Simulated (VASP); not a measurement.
# BN (Cm) in VASP: notebook, part 2 of 2

VASP 6.6.1. Earlier steps stand in the parts before.

## 3. Single point, r2SCAN

Contents of POSCAR:

```
BN
1.0
    2.5439665232      0.0000000000      0.0000000000
   -1.2719832616      2.2031396355      0.0000000000
    0.0000000000      0.0000000000      4.2077449317
B N
2 2
Direct
    0.6666666667      0.3333333333      0.9997995909
    0.3333333333      0.6666666667      0.4997995909
    0.7147231099      0.4294462198      0.6432793610
    0.3813897765      0.7627795531      0.1432793610
```

Contents of INCAR.step1:

```
ALGO     = Normal         # electronic algorithm
EDIFF    = 1E-4           # SCF threshold, eV
ENCUT    = 520            # plane-wave cutoff, eV
GGA      = PE             # functional
ISMEAR   = 0              # smearing method
LASPH    = True           # aspherical terms in the spheres
LCHARG   = False          # write CHGCAR
LREAL    = False          # projectors in reciprocal space
LWAVE    = True           # write WAVECAR
NBANDS   = 16             # bands
NELM     = 80             # most SCF steps
PREC     = Accurate       # precision mode
SIGMA    = 0.05           # smearing width, eV
```

Contents of INCAR.step2:

```
ALGO     = Normal         # electronic algorithm
EDIFF    = 1E-6           # SCF threshold, eV
ENCUT    = 520            # plane-wave cutoff, eV
ISIF     = 2              # what is computed and relaxed
ISMEAR   = 0              # smearing method
ISTART   = 1            
LASPH    = True           # aspherical terms in the spheres
LCHARG   = False          # write CHGCAR
LMIXTAU  = True         
LREAL    = False          # projectors in reciprocal space
LWAVE    = False          # write WAVECAR
METAGGA  = R2SCAN         # meta-GGA
NBANDS   = 16             # bands
NELM     = 80             # most SCF steps
PREC     = Accurate       # precision mode
SIGMA    = 0.05           # smearing width, eV
```

Contents of KPOINTS:

```
k-points
0
Gamma
  12 12 6
```

Potentials or basis: VASP PAW PBE potentials, release 64 (B, N).

Run with:

```sh
$ cat potpaw_PBE.64/B/POTCAR potpaw_PBE.64/N/POTCAR > POTCAR
$ cp INCAR.step1 INCAR
$ mpirun -np 1 vasp_std > vasp.out
$ cp INCAR.step2 INCAR
$ mpirun -np 1 vasp_std > vasp.out
```

Wall time 3 min (1 thread of Intel Xeon 8259CL, shared host); peak memory 0.2 GiB.

Results (log left out):

```yaml
Free_energy: -37.1934 eV
Pressure: 13.3 GPa
Largest_force: 5.760 eV/Å
Band_gap_on_the_k_mesh: 3.56 eV (least direct gap 7.14 eV)
```

Forces on the atoms (eV/Å):
```
B    0.000  5.649  0.471
B    0.000  3.002  1.004
N    0.000 -2.909 -1.030
N    0.000 -5.743 -0.445
```

Stress tensor (GPa, compression positive):
```
 7.63  0.00  0.00
 0.00 24.73 -5.45
 0.00 -5.45  7.49
```

Levels at points of the mesh, in eV from the valence-band top:
| k point | band 5 | band 6 | band 7 | band 8 | band 9 | band 10 | band 11 | band 12 |
| --- | --- | --- | --- | --- | --- | --- | --- | --- |
| (0.00, 0.00, 0.00) | -3.85 | -2.22 | -0.28 | 0.00 | 7.44 | 7.45 | 8.15 | 8.97 |
| (0.50, 0.00, 0.00) | -8.56 | -6.54 | -5.56 | -2.38 | 5.21 | 5.90 | 9.00 | 11.92 |
| (0.00, 0.50, 0.00) | -8.22 | -6.38 | -6.18 | -2.80 | 6.29 | 6.95 | 9.26 | 10.72 |
| (0.00, 0.00, 0.50) | -3.59 | -3.15 | -0.74 | -0.62 | 7.16 | 7.61 | 8.13 | 9.93 |
| (0.50, 0.00, 0.50) | -6.41 | -5.71 | -3.89 | -3.50 | 5.14 | 5.60 | 8.55 | 9.55 |
| (0.00, 0.50, 0.50) | -5.59 | -5.53 | -4.77 | -4.14 | 5.42 | 6.53 | 8.55 | 11.09 |

Caveat: the cell differs from its parent crystal (all N atoms moved -0.225 Å, as atom 3 towards its neighbour atom 2 (B) at 1.561 Å); the stress differs along the axes, from 7 to 25 GPa; the PAW data sets were made with another functional, which shifts forces and pressure a little. A k mesh can miss the band edges.

## 4. Single point, r2SCAN

Changes to POSCAR since step 3:

```diff
@@ -10,3 +10,3 @@
     0.3333333333      0.6666666667      0.4997995909
-    0.7147231099      0.4294462198      0.6432793610
-    0.3813897765      0.7627795531      0.1432793610
+    0.6346290379      0.2692580757      0.6131477745
+    0.3012957045      0.6025914090      0.1131477745
```

Contents of INCAR.step1:

```
PREC = Accurate
ENCUT = 520
ISMEAR = 0
SIGMA = 0.05
LREAL = False
LASPH = True
NELM = 100
NBANDS = 16
GGA = PE
ALGO = Normal
EDIFF = 1E-4
LWAVE = True
LCHARG = False
```

Contents of INCAR.step2:

```
PREC = Accurate
ENCUT = 520
EDIFF = 1E-7
ISMEAR = 0
SIGMA = 0.05
LREAL = False
LASPH = True
NELM = 100
ALGO = Normal
ISIF = 2
LWAVE = False
LCHARG = True
METAGGA = R2SCAN
LMIXTAU = True
LELF = True
LVHAR = True
NBANDS = 16
ISTART = 1
```

Contents of KPOINTS:

```
regular mesh
0
Gamma
  12 12 6
```

Run with:

```sh
$ cat potpaw_PBE.64/B/POTCAR potpaw_PBE.64/N/POTCAR > POTCAR
$ cp INCAR.step1 INCAR
$ mpirun -np 1 vasp_std > vasp.out
$ cp INCAR.step2 INCAR
$ mpirun -np 1 vasp_std > vasp.out
```

Run time: 3.5 min. Hardware: 1 thread of Intel Xeon 8259CL, shared host; peak memory 0.2 GiB.

Results (log left out):

```yaml
Free_energy: -37.6590 eV
Pressure: 9.0 GPa
Largest_force: 5.017 eV/Å
Band_gap_on_the_k_mesh: 5.37 eV (least direct gap 7.97 eV)
```

Forces in eV/Å, atoms in the order of the input:
```
B    0.000 -3.101 -1.469
B    0.000 -4.689 -1.646
N    0.000  4.739  1.646
N    0.000  3.050  1.468
```

Stress tensor (GPa, compression positive):
```
 6.38  0.00  0.00
 0.00 15.01  5.19
 0.00  5.19  5.75
```

Levels at points of the mesh, in eV from the valence-band top:
```tsv
k point	band 5	band 6	band 7	band 8	band 9	band 10	band 11	band 12
(0.00, 0.00, 0.00)	-3.60	-1.02	-0.55	0.00	7.97	8.01	8.07	9.03
(0.50, 0.00, 0.00)	-7.76	-5.86	-5.07	-2.96	6.03	7.34	10.68	12.08
(0.00, 0.50, 0.00)	-7.64	-6.28	-4.91	-3.25	6.54	8.00	11.44	11.53
(0.00, 0.00, 0.50)	-3.36	-3.16	-1.00	-0.91	7.96	8.38	8.89	9.98
(0.50, 0.00, 0.50)	-5.49	-4.99	-3.74	-3.62	5.91	6.28	8.92	9.71
(0.00, 0.50, 0.50)	-5.57	-4.35	-4.16	-4.08	5.89	6.74	9.02	10.51
```

Caveat: the cell differs from its parent crystal (all N atoms moved +0.150 Å, as atom 3 towards its neighbour atom 2 (B) at 1.561 Å); the stress differs along the axes, from 6 to 15 GPa; the PAW data sets were made with another functional, which shifts forces and pressure a little.

## 5. Overview

| cell | gap on the mesh (eV) | pressure (GPa) | largest force (eV/Å) |
| --- | --- | --- | --- |
| as given, atomic positions A | 4.43 | 35.1 | 13.38 |
| as given, atomic positions B | 3.56 | 13.3 | 5.76 |
| as given, atomic positions C | 5.37 | 9.0 | 5.02 |

Alike in all rows: task single point; level r2SCAN; potentials or basis VASP PAW PBE potentials, release 64 (B, N); no spin polarisation; k mesh 12 × 12 × 6; cutoff (eV) 520; smearing gaussian 0.05 eV.

Caveats: the PAW data sets were made with another functional, which shifts forces and pressure a little; the stress differs along the axes, from 20 to 65 GPa (at least some runs); the stress differs along the axes, from 7 to 25 GPa (at least some runs); the stress differs along the axes, from 6 to 15 GPa (at least some runs).

Absolute energies hang on the potentials; compare differences alone.
